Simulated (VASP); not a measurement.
Wanted: the native input for a VASP 6.6.1 run.

| Item | Value |
| --- | --- |
| Task | relaxation of cell and atoms |
| Functional | PBEsol |
| Potentials or basis | VASP PAW PBE potentials, release 64 (Sn_d, Si, O) |
| Cutoff | 600 eV |
| k mesh | 6 × 6 × 8 |
| Occupations | fermi-dirac, width 0.02 eV |
| Spin | no spin polarisation |
| Dipole correction | no |
| Further INCAR settings | ALGO = Normal; EDIFF = 1e-06; IBRION = 2; EDIFFG = -0.005; NSW = 80; ISIF = 3 |

The structure of SiSnO4 lies in POSCAR:

```
SiSnO4
1.0
    3.2513641257     -3.1628598716      0.0000000000
    3.2513641257      3.1628598716      0.0000000000
    0.0000000000      0.0000000000      2.9759820957
Sn Si O
1 1 4
Direct
    0.5000000000      0.5000000000      0.5000000000
    0.0000000000      0.0000000000      0.0000000000
    0.1765962053      0.1765962053      0.5000000000
    0.8234037947      0.8234037947      0.5000000000
    0.7192725890      0.2807274110      0.0000000000
    0.2807274110      0.7192725890      0.0000000000
```

The input as run:

INCAR

```
SYSTEM = SiSnO4
PREC     = Accurate       ! precision mode
ENCUT    = 600            ! plane-wave cutoff, eV
EDIFF    = 1E-6           ! SCF threshold, eV
ISMEAR   = -1             ! smearing method
SIGMA    = 0.02           ! smearing width, eV
LREAL    = .False.        ! projectors in reciprocal space
LASPH    = .True.         ! aspherical terms in the spheres
NELM     = 60             ! most SCF steps
ALGO     = Normal         ! electronic algorithm
ISIF     = 3              ! what is computed and relaxed
LWAVE    = .False.        ! write WAVECAR
LCHARG   = .False.        ! write CHGCAR
GGA      = PS             ! functional
IBRION   = 2              ! ionic algorithm
NSW      = 80             ! ionic steps
EDIFFG   = -0.005         ! ionic threshold
```

KPOINTS

```
Automatic mesh
0
Gamma
  6 6 8
  0 0 0
```

Potentials or basis: VASP PAW PBE potentials, release 64 (Sn_d, Si, O).

Launch:

```bash
$ cat potpaw_PBE.64/Sn_d/POTCAR potpaw_PBE.64/Si/POTCAR potpaw_PBE.64/O/POTCAR > POTCAR
$ mpirun -np 1 vasp_std > vasp.out
```

It gave:

```yaml
Relaxed_volume: 9.94 Å³/atom
Relaxed_cell: a = 4.493 Å, b = 4.493 Å, c = 2.955 Å, α = 90.00°, β = 90.00°, γ = 88.55°
Space_group_after_relaxing_to_0.05_Å: Cmmm (No. 65)
Energy_gained_by_relaxing: 4.9 meV/atom
Ionic_steps: 10
Pressure_after_relaxing: 0.0 GPa
Band_gap_on_the_k_mesh: 2.09 eV, direct
```

Caveat: the PAW data sets were made with another functional, which shifts forces and pressure a little; spin-orbit coupling is left out, which moves the levels of the heavy elements.

Wall time 11 min on 1 thread of Oxide Virtual Turin-like Processor (shared host), peak memory 0.23 GiB.
